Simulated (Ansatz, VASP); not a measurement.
**Na4H in VASP and in Ansatz**

File INCAR:

```
PREC = Accurate
ENCUT = 520
EDIFF = 1E-7
ISMEAR = 0
SIGMA = 0.1
LREAL = F
LASPH = T
NELM = 80
ALGO = Normal
ISIF = 2
LWAVE = F
LCHARG = F
LDIPOL = T
IDIPOL = 3
DIPOL = 0.5 0.5 0.280
GGA = PE
NBANDS = 40
```

Contents of KPOINTS:

```
Automatic mesh
0
Gamma
  4 4 1
```

POSCAR

```
Na4H
1.0
    7.2665057608      0.0000000000      0.0000000000
   -2.4221685869      6.8509273320      0.0000000000
    0.0000000000      0.0000000000     20.9665385532
Na H
8 2
Direct
    0.2500000000      0.2500000000      0.1907801800
    0.2500000000      0.7500000000      0.1907801800
    0.7500000000      0.2500000000      0.1907801800
    0.7500000000      0.7500000000      0.1907801800
    0.0000000000      0.0000000000      0.3322693699
    0.0000000000      0.5000000000      0.3322693699
    0.5000000000      0.0000000000      0.3322693699
    0.5000000000      0.5000000000      0.3322693699
   -0.1823434872      0.7500000000      0.3537321401
    0.1823434872      0.7500000000      0.3537321401
```

Input for Ansatz:

```yaml
crystal:
  lattice:
    - [7.2665057608, 0.0, 0.0]
    - [-2.4221685869, 6.850927332, 0.0]
    - [0.0, 0.0, 20.9665385532]
  atoms:
    - { symbol: Na, position: [0.25, 0.25, 0.19078018] }
    - { symbol: Na, position: [0.25, 0.75, 0.19078018] }
    - { symbol: Na, position: [0.75, 0.25, 0.19078018] }
    - { symbol: Na, position: [0.75, 0.75, 0.19078018] }
    - { symbol: Na, position: [0.0, 0.0, 0.3322693699] }
    - { symbol: Na, position: [0.0, 0.5, 0.3322693699] }
    - { symbol: Na, position: [0.5, 0.0, 0.3322693699] }
    - { symbol: Na, position: [0.5, 0.5, 0.3322693699] }
    - { symbol: H, position: [-0.1823434872, 0.75, 0.3537321401] }
    - { symbol: H, position: [0.1823434872, 0.75, 0.3537321401] }
basis:
  ecutwfc: 420
kpoints:
  mp_grid: { grid: [4, 4, 1] }
hamiltonian:
  xc: pbe
scf:
  occupations: { method: gaussian, width: 0.1 }
output:
  forces: true
  eigenvalues: true
efield:
  axis: 3
  dipole_correction: true
  ramp_width: 0.04
```

Alike in both runs: task single point; functional PBE; k mesh 4 × 4 × 1; occupations gaussian, width 0.1 eV; no spin polarisation.

|  | VASP | Ansatz |
| --- | --- | --- |
| version | VASP 6.6.1 | Ansatz 0.2.0 |
| potentials or method | VASP PAW PBE potentials, release 64 (Na_pv, H), cutoff 520 eV | scalar-relativistic, plane waves, PAW |
| valence electrons in the cell | 58 | 74 |

```tsv
	VASP	Ansatz	Ansatz less VASP
gap on the k mesh at the Fermi level (eV)	none	none	-
rms of the force components (eV/Å)	0.346	0.343	-0.0029
```

Atom by atom the forces differ by 0.004 eV/Å (rms over components). A gap of «none» marks a metal or a gap that the smearing closes. VASP's potentials hold 58 valence electrons a cell and Ansatz's 74, so a difference there can come from the potentials and not from the codes.
